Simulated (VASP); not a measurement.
# MoP4 (C2/c) in VASP: notebook

MoP4 is run at these levels: PBEsol; tasks: single point.

Program: VASP 6.6.1. These are calculated values, not measurements. Logs are shortened: lines on timing, memory, paths and dates and some standing lists are left out, and cuts for length are marked.

**1. The cell of the first run**

Symmetry: C2/c, No. 15, monoclinic system. The conventional cell has a = 5.400 Å, b = 11.337 Å, c = 5.732 Å, α = 90.00°, β = 111.12°, γ = 90.00°. Mo (site symmetry 2) has 6 P at 2.41 to 2.48 Å and 2 Mo at 3.15 Å within 3.2 Å. Within 3.0 Å of P (site symmetry 1) lie 2 P at 2.23 to 2.26 Å and 2 Mo at 2.41 to 2.43 Å. P (site symmetry 1) has 3 P at 2.20 to 2.26 Å and 1 Mo at 2.48 Å within 2.9 Å.

**2. Single point, PBEsol (biaxial strain in the a-b plane: +2.0 %)**

Input file INCAR:

```
SYSTEM = MoP4
PREC = Accurate ; ENCUT = 500
EDIFF = 1E-6 ; ISMEAR = 0
SIGMA = 0.1 ; LREAL = .FALSE.
LASPH = .TRUE. ; NELM = 120
ALGO = Normal ; ISIF = 2
LWAVE = .FALSE. ; LCHARG = .FALSE.
GGA = PS ; NBANDS = 45
GGA_COMPAT = .FALSE.
```

Input file KPOINTS:

```
regular mesh
0
G
  8 8 8
  0 0 0
```

Input file POSCAR:

```
MoP4
1.0
    2.6998278280     -5.6683614053      0.0049308306
    2.6998278280      5.6683614053      0.0049308306
   -2.0745618274      0.0000000000      5.3429896156
Mo P
2 8
Direct
    0.9420878526      0.0579121474      0.2500000000
    0.0579121474      0.9420878526      0.7500000000
    0.1832999696      0.3735045531      0.6833982794
    0.6264954469      0.8167000304      0.8166017206
    0.8167000304      0.6264954469      0.3166017206
    0.3735045531      0.1832999696      0.1833982794
    0.0566541055      0.4982453285      0.1909247949
    0.5017546715      0.9433458945      0.3090752051
    0.9433458945      0.5017546715      0.8090752051
    0.4982453285      0.0566541055      0.6909247949
```

Potentials or basis: VASP PAW PBE potentials, release 64 (Mo_sv, P).

Started as:

```console
cat potpaw_PBE.64/Mo_sv/POTCAR potpaw_PBE.64/P/POTCAR > POTCAR
mpirun -np 1 vasp_std > vasp.out
```

OUTCAR:

```text
SYSTEM = MoP4
   PREC = Accurate
   ENCUT = 500
   EDIFF = 1E-6
   ISMEAR = 0
   LREAL = .FALSE.
   LASPH = .TRUE.
   NELM = 120
   ISIF = 2
   GGA = PS

 ion  position               nearest neighbor table
   1  0.942  0.058  0.250-   5 2.41   6 2.41   3 2.43   4 2.43   7 2.48   8 2.48   2 3.15   2 3.15

   2  0.058  0.942  0.750-   3 2.41   4 2.41   5 2.43   6 2.43   9 2.48  10 2.48   1 3.15   1 3.15

   3  0.183  0.374  0.683-   4 2.23   9 2.26   2 2.41   1 2.43
   4  0.626  0.817  0.817-   3 2.23  10 2.26   2 2.41   1 2.43
   5  0.817  0.626  0.317-   6 2.23   7 2.26   1 2.41   2 2.43
   6  0.374  0.183  0.183-   5 2.23   8 2.26   1 2.41   2 2.43
   7  0.057  0.498  0.191-   9 2.20   8 2.25   5 2.26   1 2.48
   8  0.502  0.943  0.309-  10 2.20   7 2.25   6 2.26   1 2.48
   9  0.943  0.502  0.809-   7 2.20  10 2.25   3 2.26   2 2.48
  10  0.498  0.057  0.691-   8 2.20   9 2.25   4 2.26   2 2.48

  LATTYP: Found a base centered monoclinic cell.
 ALAT       =     5.3996646614
 B/A-ratio  =     2.0995234929
 C/A-ratio  =     1.0614750411
 COS(beta)  =    -0.3602479021

  Lattice vectors:

 A1 = (   2.6998278280,  -5.6683614053,   0.0049308306)
 A2 = (   2.6998278280,   5.6683614053,   0.0049308306)
 A3 = (  -2.0745618274,   0.0000000000,   5.3429896156)

Analysis of symmetry for initial positions (statically):
=====================================================================
 Subroutine PRICEL returns:
 Original cell was already a primitive cell.

 Routine SETGRP: Setting up the symmetry group for a
 base centered monoclinic supercell.

 Subroutine GETGRP returns: Found  4 space group operations
 (whereof  2 operations were pure point group operations)
 out of a pool of  4 trial point group operations.

The static configuration has the point symmetry S_2 .
 The point group associated with its full space group is C_2h.

Analysis of symmetry for dynamics (positions and initial velocities):
=====================================================================
 Subroutine PRICEL returns:
 Original cell was already a primitive cell.

 Routine SETGRP: Setting up the symmetry group for a
 base centered monoclinic supercell.

 Subroutine GETGRP returns: Found  4 space group operations
 (whereof  2 operations were pure point group operations)
 out of a pool of  4 trial point group operations.

The dynamic configuration has the point symmetry S_2 .
 The point group associated with its full space group is C_2h.

 Subroutine INISYM returns: Found  4 space group operations
[... 111 lines left out ...]
   ENCUT  =  500.0 eV  36.75 Ry    6.06 a.u.  11.45 11.45 10.45*2*pi/ulx,y,z
   NELM   =    120;   NELMIN=  2; NELMDL= -5     # of ELM steps
   EDIFF  = 0.1E-05   stopping-criterion for ELM
   LREAL  =      F    real-space projection
[... 7 lines left out ...]
   TEBEG  =    0.0;   TEEND  =   0.0 temperature during run
   PSTRESS=    0.0 pullay stress
   NELECT =      68.0000    total number of electrons
   NUPDOWN=      -1.0000    fix difference up-down
   EMIN   =  10.00;   EMAX   =-10.00  energy-range for DOS
   EFERMI =   0.00;   METHOD = LEGACY
   ISMEAR =     0;   SIGMA  =   0.10  broadening in eV -4-tet -1-fermi 0-gaus
   EFERMI_NEDOS =   21; number of points for ismear=-14 and -15
   IALGO  =     38    algorithm
   IMIX   =      4    mixing-type and parameters
     AMIX     =   0.40;   BMIX     =  1.00
     AMIX_MAG =   1.60;   BMIX_MAG =  1.00
  volume/ion in A,a.u.               =      16.36       110.44
  Fermi-wavevector in a.u.,A,eV,Ry     =   1.221629  2.308543 20.305015  1.492377
  Thomas-Fermi vector in A             =   2.356804
   LORBIT       =      0    0 simple, 1 ext, 2 COOP (PROOUT), +10 PAW based schemes
   GGA     = PS    functional components
   LHFCALC =     F    Hartree Fock is set to
   AEXX    =    0.0000 exact exchange contribution
   IVDW    =     0    specifies the selected vdW correction
   LEPSILON=     F    determine dielectric tensor
   LRPA    =     F    only Hartree local field effects (RPA)
 non-spin polarized calculation
 Gauss-broadening in eV      SIGMA  =   0.10
  energy-cutoff  :      500.00
  volume of cell :      163.65
 maximum number of plane-waves:      4183
 NGX is ok and might be reduce to    48
   NGX = 23   NGY = 23   NGZ = 21

 number of electron      68.0000002 magnetization

 Free energy of the ion-electron system (eV)
  ---------------------------------------------------
  ext. energy  EPLUGINS =         0.00000000
  ---------------------------------------------------
  free energy    TOTEN  =       -73.60237588 eV

  energy without entropy =      -73.59763865  energy(sigma->0) =      -73.60000727

 E-fermi :   9.0311     XC(G=0): -11.1907

 val. band max:        9.0263917615   @ k =   0.3750   0.1250   0.0000
 cond. band min:       9.0472096184   @ k =  -0.2500  -0.2500   0.1250
 fundamental gap:      0.0208178569
 Fermi energy:         9.0311317384

 k-point     1 :       0.0000    0.0000    0.0000
  band No.  band energies     occupation
      1     -51.8208      2.00000
      2     -51.7987      2.00000
      3     -26.2314      2.00000
      4     -26.0262      2.00000
      5     -26.0176      2.00000
      6     -25.9960      2.00000
[... 1141 lines left out ...]
     44      12.1842      0.00000
     45      12.4364      0.00000

 [... further k-points ...]
[... 5 lines left out ...]
  --------------------------------------------------------------------------------------
  -------------------------------------------------------------------------------------
  Total       -7.5172584     -7.6530883      2.3864431      0.0000000      0.0000000      0.2931193
  in kB      -73.5960103    -74.9258222     23.3639293      0.0000000      0.0000000      2.8697183
  external PRESSURE =     -41.7193010 kB  Pullay stress =       0.0000000 kB

 VOLUME and BASIS-vectors are now :
 -----------------------------------------------------------------------------
  energy-cutoff  :      500.00
  volume of cell :      163.65
      direct lattice vectors                 reciprocal lattice vectors
     2.699827828 -5.668361405  0.004930831     0.185065759 -0.088208913  0.071856842
     2.699827828  5.668361405  0.004930831     0.185065759  0.088208913  0.071856842
    -2.074561827  0.000000000  5.342989616    -0.000341580  0.000000000  0.187028507

 POSITION                                       TOTAL-FORCE (eV/Angst)
 -----------------------------------------------------------------------------------
      2.18119     -5.01183      1.34068        -0.000000     -0.165665      0.000000
      1.14391      5.01183      4.01217        -0.000000      0.165665     -0.000000
      0.08552      1.07815      3.65414        -0.029217      0.029312      0.145393
      2.20229      1.07815      4.37021         0.029217      0.029312     -0.145393
      3.23957     -1.07815      1.69872         0.029217     -0.029312     -0.145393
      1.12281     -1.07815      0.98264        -0.029217     -0.029312      0.145393
      1.10205      2.50310      1.02285         0.028980      0.048075      0.122070
      3.26033      2.50310      1.65851        -0.028980      0.048075     -0.122070
      2.22305     -2.50310      4.33001        -0.028980     -0.048075     -0.122070
      0.06477     -2.50310      3.69434         0.028980     -0.048075      0.122070
 -----------------------------------------------------------------------------------
    total drift:                                0.000000     -0.000000     -0.000000

  FREE ENERGIE OF THE ION-ELECTRON SYSTEM (eV)
  ---------------------------------------------------
  free  energy   TOTEN  =       -73.6023758848 eV

  energy  without entropy=      -73.5976386509  energy(sigma->0) =      -73.60000727
```

Run time: 12 min. Hardware: 1 thread of Intel Xeon 6975P-C (Granite Rapids), shared host; peak memory 0.83 GiB.

Results:

| Quantity | Value |
| --- | --- |
| Free energy | -73.6024 eV |
| Pressure | -4.2 GPa |
| Largest force | 0.166 eV/Å |
| Band gap on the k mesh | zero (bands 34 and 35 overlap by 0.26 eV) |

Forces on the atoms (eV/Å):
```
Mo   0.000 -0.166  0.000
Mo   0.000  0.166  0.000
P   -0.029  0.029  0.145
P    0.029  0.029 -0.145
P    0.029 -0.029 -0.145
P   -0.029 -0.029  0.145
P    0.029  0.048  0.122
P   -0.029  0.048 -0.122
P   -0.029 -0.048 -0.122
P    0.029 -0.048  0.122
```

Caveat: the cell differs from its parent crystal (biaxial strain in the a-b plane: +2.0 %); the stress differs along the axes, from -7 to 2 GPa; the PAW data sets were made with another functional, which shifts forces and pressure a little.

**3. Single point, PBEsol (biaxial strain in the a-b plane: -2.0 %)**

Input file INCAR:

```
  PREC = Accurate
  ENCUT = 500
  EDIFF = 1E-6
  ISMEAR = 0
  SIGMA = 0.1
  LREAL = F
  LASPH = T
  NELM = 120
  ALGO = Normal
  ISIF = 2
  LWAVE = F
  LCHARG = F
  GGA = PS
  NBANDS = 45
  GGA_COMPAT = F
```

Input file KPOINTS:

```
regular mesh
0
Gamma
  8 8 8
```

Input file POSCAR:

```
MoP4
1.0
    2.5939522269     -5.4460727227      0.0047374647
    2.5939522269      5.4460727227      0.0047374647
   -1.9938266129      0.0000000000      5.4730183253
Mo P
2 8
Direct
    0.9420341229      0.0579658771      0.2500000000
    0.0579658771      0.9420341229      0.7500000000
    0.1826551318      0.3747878835      0.6804683653
    0.6252121165      0.8173448682      0.8195316347
    0.8173448682      0.6252121165      0.3195316347
    0.3747878835      0.1826551318      0.1804683653
    0.0569207565      0.4964953371      0.1890859718
    0.5035046629      0.9430792435      0.3109140282
    0.9430792435      0.5035046629      0.8109140282
    0.4964953371      0.0569207565      0.6890859718
```

Potentials or basis: VASP PAW PBE potentials, release 64 (Mo_sv, P).

Started as:

```console
cat potpaw_PBE.64/Mo_sv/POTCAR potpaw_PBE.64/P/POTCAR > POTCAR
mpirun -np 1 vasp_std > vasp.out
```

OUTCAR:

```text
PREC = Accurate
   ENCUT = 500
   EDIFF = 1E-6
   ISMEAR = 0
   LREAL = F
   LASPH = T
   NELM = 120
   ISIF = 2
   GGA = PS

 ion  position               nearest neighbor table
   1  0.942  0.058  0.250-   5 2.34   6 2.34   7 2.37   8 2.37   3 2.47   4 2.47   2 3.17   2 3.17

   2  0.058  0.942  0.750-   3 2.34   4 2.34   9 2.37  10 2.37   5 2.47   6 2.47   1 3.17   1 3.17

   3  0.183  0.375  0.680-   4 2.16   9 2.20   2 2.34   1 2.47
   4  0.625  0.817  0.820-   3 2.16  10 2.20   2 2.34   1 2.47
   5  0.817  0.625  0.320-   6 2.16   7 2.20   1 2.34   2 2.47
   6  0.375  0.183  0.180-   5 2.16   8 2.20   1 2.34   2 2.47
   7  0.057  0.496  0.189-   8 2.18   5 2.20   9 2.22   1 2.37
   8  0.504  0.943  0.311-   7 2.18   6 2.20  10 2.22   1 2.37
   9  0.943  0.504  0.811-  10 2.18   3 2.20   7 2.22   2 2.37
  10  0.496  0.057  0.689-   9 2.18   4 2.20   8 2.22   2 2.37

  LATTYP: Found a base centered monoclinic cell.
 ALAT       =     5.1879131061
 B/A-ratio  =     2.0995234929
 C/A-ratio  =     1.1227798013
 COS(beta)  =    -0.3405780512

  Lattice vectors:

 A1 = (   2.5939522269,  -5.4460727227,   0.0047374647)
 A2 = (   2.5939522269,   5.4460727227,   0.0047374647)
[... 200 lines left out ...]
 Fermi energy:         9.7409830614

 k-point     1 :       0.0000    0.0000    0.0000
  band No.  band energies     occupation
      1     -51.0417      2.00000
      2     -51.0209      2.00000
      3     -25.5079      2.00000
      4     -25.2909      2.00000
      5     -25.2867      2.00000
      6     -25.2747      2.00000
[... 1141 lines left out ...]
     44      13.0892      0.00000
     45      13.3939      0.00000

 [... further k-points ...]
[... 5 lines left out ...]
  --------------------------------------------------------------------------------------
  -------------------------------------------------------------------------------------
  Total        9.1051674      9.2813733     -2.0639520      0.0000000      0.0000000     -0.3707255
  in kB       94.2773469     96.1018297    -21.3707125      0.0000000      0.0000000     -3.8385910
  external PRESSURE =      56.3361547 kB  Pullay stress =       0.0000000 kB

 VOLUME and BASIS-vectors are now :
 -----------------------------------------------------------------------------
  energy-cutoff  :      500.00
  volume of cell :      154.74
      direct lattice vectors                 reciprocal lattice vectors
     2.593952227 -5.446072723  0.004737465     0.192627892 -0.091809277  0.070174554
     2.593952227  5.446072723  0.004737465     0.192627892  0.091809277  0.070174554
    -1.993826613  0.000000000  5.473018325    -0.000333479  0.000000000  0.182593049

 POSITION                                       TOTAL-FORCE (eV/Angst)
 -----------------------------------------------------------------------------------
      2.09550     -4.81470      1.37299        -0.000000      0.132483      0.000000
      1.09858      4.81470      4.10950         0.000000     -0.132483      0.000000
      0.08924      1.04637      3.72686         0.094086      0.024518     -0.130041
      2.10792      1.04637      4.49215        -0.094086      0.024518      0.130041
      3.10483     -1.04637      1.75564        -0.094086     -0.024518      0.130041
      1.08616     -1.04637      0.99035         0.094086     -0.024518     -0.130041
      1.05853      2.39396      1.03749         0.036285      0.011170     -0.161979
      3.13246      2.39396      1.70849        -0.036285      0.011170      0.161979
      2.13555     -2.39396      4.44500        -0.036285     -0.011170      0.161979
      0.06162     -2.39396      3.77400         0.036285     -0.011170     -0.161979
 -----------------------------------------------------------------------------------
    total drift:                               -0.000000      0.000000      0.000000

  FREE ENERGIE OF THE ION-ELECTRON SYSTEM (eV)
  ---------------------------------------------------
  free  energy   TOTEN  =       -73.5715128022 eV

  energy  without entropy=      -73.5665007207  energy(sigma->0) =      -73.56900676
```

OSZICAR:

```text
N       E                     dE             d eps       ncg     rms          rms(c)
DAV:   1     0.440378722625E+03    0.44038E+03   -0.34843E+04 14708   0.136E+03
DAV:   2    -0.488276019075E+02   -0.48921E+03   -0.47148E+03 16015   0.320E+02
DAV:   3    -0.747520082112E+02   -0.25924E+02   -0.25495E+02 17123   0.652E+01
DAV:   4    -0.753023719877E+02   -0.55036E+00   -0.54660E+00 16968   0.973E+00
DAV:   5    -0.753144290994E+02   -0.12057E-01   -0.12038E-01 16563   0.136E+00    0.336E+01
DAV:   6    -0.740224758599E+02    0.12920E+01   -0.45996E+00 16152   0.101E+01    0.128E+01
DAV:   7    -0.737609574108E+02    0.26152E+00   -0.22354E+00 16389   0.622E+00    0.815E+00
DAV:   8    -0.735728192345E+02    0.18814E+00   -0.82376E-01 15689   0.438E+00    0.142E+00
DAV:   9    -0.735727080906E+02    0.11114E-03   -0.50858E-02 16663   0.904E-01    0.691E-01
DAV:  10    -0.735715055863E+02    0.12025E-02   -0.77949E-03 15790   0.431E-01    0.139E-01
DAV:  11    -0.735714960994E+02    0.94869E-05   -0.59365E-04 16436   0.118E-01    0.668E-02
DAV:  12    -0.735715085592E+02   -0.12460E-04   -0.38168E-05 17537   0.271E-02    0.437E-02
DAV:  13    -0.735715129181E+02   -0.43589E-05   -0.17713E-05 16790   0.200E-02    0.751E-03
DAV:  14    -0.735715128022E+02    0.11595E-06   -0.19918E-06 11068   0.727E-03
   1 F= -.73571513E+02 E0= -.73569007E+02  d E =-.501208E-02
```

Wall time 20 min (1 thread of Oxide Virtual Turin-like, shared host); peak memory 0.77 GiB.

Results:

* Free energy: -73.5715 eV
* Pressure: 5.6 GPa
* Largest force: 0.166 eV/Å
* Band gap on the k mesh: zero (bands 34 and 35 overlap by 0.19 eV)

Forces on the atoms (eV/Å):
```
Mo   0.000  0.132  0.000
Mo   0.000 -0.132  0.000
P    0.094  0.025 -0.130
P   -0.094  0.025  0.130
P   -0.094 -0.025  0.130
P    0.094 -0.025 -0.130
P    0.036  0.011 -0.162
P   -0.036  0.011  0.162
P   -0.036 -0.011  0.162
P    0.036 -0.011 -0.162
```

Stress tensor (GPa, compression positive):
```
 9.43  0.00 -0.38
 0.00  9.61  0.00
-0.38  0.00 -2.14
```

Caveat: the cell differs from its parent crystal (biaxial strain in the a-b plane: -2.0 %); the stress differs along the axes, from -2 to 10 GPa; the PAW data sets were made with another functional, which shifts forces and pressure a little.

The gap in the log of VASP goes by the Fermi energy; the results here count the filled bands.